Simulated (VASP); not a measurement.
Ta:

```
CELL_PARAMETERS angstrom
-1.65128 1.65128 1.65128
1.65128 -1.65128 1.65128
1.65128 1.65128 -1.65128
ATOMIC_POSITIONS crystal
Ta 0.00000 0.00000 0.00000
```

| Item | Value |
| --- | --- |
| Program | VASP 6.6.1 |
| Task | relaxation of cell and atoms |
| Functional | PBEsol |
| Potentials or basis | VASP PAW PBE potentials, release 64 (Ta_pv) |
| Cutoff | 600 eV |
| k mesh | 7 × 7 × 7 |
| Occupations | gaussian, width 0.05 eV |
| Spin | no spin polarisation |

At the start: pressure -2.9 GPa; volume 18.01 Å³/atom.

Q: How do energy, volume and symmetry change on relaxing?

A: Over 3 steps the energy falls by 2.2 meV/atom and the volume is 17.78 Å³/atom (-1.3 %); space group Im-3m (No. 229, to 0.05 Å).

Step by step:
```tsv
step	energy change (eV)	largest force (eV/Å)	pressure (GPa)	volume (Å³)
1	0.0000	0.0000	-2.88	18.01
2	0.0127	0.0000	8.25	17.18
3	-0.0022	0.0000	-0.04	17.78
```

Final structure:
```yaml
crystal:
  lattice:
    - [-1.64412, 1.64412, 1.64412]
    - [1.64412, -1.64412, 1.64412]
    - [1.64412, 1.64412, -1.64412]
  atoms:
    - { symbol: Ta, position: [0.00000, 0.00000, 0.00000] }
```

Caveat: the k points lie up to 0.39 Å⁻¹ apart in the final cell; the PAW data sets were made with another functional, which shifts forces and pressure a little.
